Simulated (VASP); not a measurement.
Wanted: the native input for a VASP 6.6.1 run.

| Quantity | Value |
| --- | --- |
| Task | single point |
| Functional | PBE |
| Potentials or basis | VASP PAW PBE potentials, release 64 (Ta_pv, Cr_pv) |
| Cutoff | 520 eV |
| k mesh | 4 × 4 × 4 |
| Occupations | gaussian, width 0.1 eV |
| Spin | collinear spin, ferromagnetic start |
| Starting moments | [0.0, 0.0, 0.0, 0.32] μB |
| Dipole correction | no |
| Further INCAR settings | ALGO = Fast; EDIFF = 1e-06; NBANDS = 34 |

The structure of Ta3Cr lies in POSCAR:

```
Ta3Cr
1.0
    4.1016440954      0.0000000000      0.0000000000
    0.0000000000      4.1016440954      0.0000000000
    0.0000000000      0.0000000000      4.1016440954
Ta Cr
3 1
Direct
    0.0000000000      0.5000000000      0.5000000000
    0.5000000000      0.0000000000      0.5000000000
    0.5000000000      0.5000000000      0.0000000000
    0.0000000000      0.0000000000      0.0000000000
```

These files were run (other wordings do the same):

INCAR

```
SYSTEM = Ta3Cr
  PREC = Accurate
  ENCUT = 520
  EDIFF = 1E-6
  ISMEAR = 0
  SIGMA = 0.1
  LREAL = .False.
  LASPH = .True.
  NELM = 150
  ALGO = Fast
  ISIF = 2
  LWAVE = .False.
  LCHARG = .False.
  ISPIN = 2
  MAGMOM = 0 0 0 0.32
  LORBIT = 11
  LMAXMIX = 4
  GGA = PE
  NBANDS = 34
```

KPOINTS

```
regular mesh
0
Gamma
  4 4 4
  0 0 0
```

Potentials or basis: VASP PAW PBE potentials, release 64 (Ta_pv, Cr_pv).

The run is started by

```bash
$ cat potpaw_PBE.64/Ta_pv/POTCAR potpaw_PBE.64/Cr_pv/POTCAR > POTCAR
$ mpirun -np 1 vasp_std > vasp.out
```

Results of the run:

```json
{
 "Pressure": "-0.2 GPa",
 "Net moment": "0.00 μB per cell",
 "Valence electrons inside the program's atomic spheres": "Ta 8.88; Cr 10.74"
}
```

Caveat: the k points lie up to 0.38 Å⁻¹ apart.

Wall time 89 s on 1 thread of Intel Xeon 6975P-C (shared host), peak memory 0.22 GiB.
